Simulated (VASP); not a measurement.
Wanted: the native input for a VASP 6.6.1 run.

| Quantity | Value |
| --- | --- |
| Task | relaxation of shape and atoms at fixed volume |
| Functional | r2SCAN |
| Potentials or basis | VASP PAW PBE potentials, release 64 (La, C) |
| Cutoff | 600 eV |
| k mesh | 10 × 10 × 10 |
| Occupations | gaussian, width 0.05 eV |
| Spin | no spin polarisation |
| Dipole correction | no |
| Further INCAR settings | ALGO = Normal; EDIFF = 1e-06; IBRION = 2; EDIFFG = -0.01; NSW = 60; ISIF = 4 |

LaC:

```
CELL_PARAMETERS angstrom
3.77273 0.00000 0.00000
-1.88637 3.26728 0.00000
0.00000 0.00000 3.20156
ATOMIC_POSITIONS crystal
La 0.00000 0.00000 0.00000
C 0.66667 0.33333 0.50000
```

The input as run:

POSCAR

```
LaC
1.0
    3.7727348892      0.0000000000      0.0000000000
   -1.8863674446      3.2672842558      0.0000000000
    0.0000000000      0.0000000000      3.2015551545
La C
1 1
Direct
    0.0000000000      0.0000000000      0.0000000000
    0.6666666667      0.3333333333      0.5000000000
```

INCAR.step1

```
PREC = Accurate
ENCUT = 600
ISMEAR = 0
SIGMA = 0.05
LREAL = False
LASPH = True
NELM = 100
GGA = PE
ALGO = Normal
EDIFF = 1E-4
LWAVE = True
LCHARG = False
```

INCAR.step2

```
PREC = Accurate
ENCUT = 600
EDIFF = 1E-6
ISMEAR = 0
SIGMA = 0.05
LREAL = False
LASPH = True
NELM = 100
ALGO = Normal
ISIF = 4
LWAVE = False
LCHARG = False
METAGGA = R2SCAN
LMIXTAU = True
IBRION = 2
NSW = 60
EDIFFG = -0.01
ISTART = 1
```

KPOINTS

```
regular mesh
0
Gamma
  10 10 10
```

Potentials or basis: VASP PAW PBE potentials, release 64 (La, C).

Launch:

```sh
$ cat potpaw_PBE.64/La/POTCAR potpaw_PBE.64/C/POTCAR > POTCAR
$ cp INCAR.step1 INCAR
$ mpirun -np 1 vasp_std > vasp.out
$ cp INCAR.step2 INCAR
$ mpirun -np 1 vasp_std > vasp.out
```

Results of the run:

- Energy gained by relaxing: 0.0 meV/atom
- Ionic steps: 3
- Pressure after relaxing: -0.1 GPa
- Band gap on the k mesh: zero (an odd number of electrons rules out a gap without spin polarisation)

Caveat: the PAW data sets were made with another functional, which shifts forces and pressure a little; spin-orbit coupling is left out, which moves the levels of the heavy elements.

Run time: 12 min on 1 thread of Oxide Virtual Turin-like Processor, with other jobs on the host, peak memory 0.2 GiB.
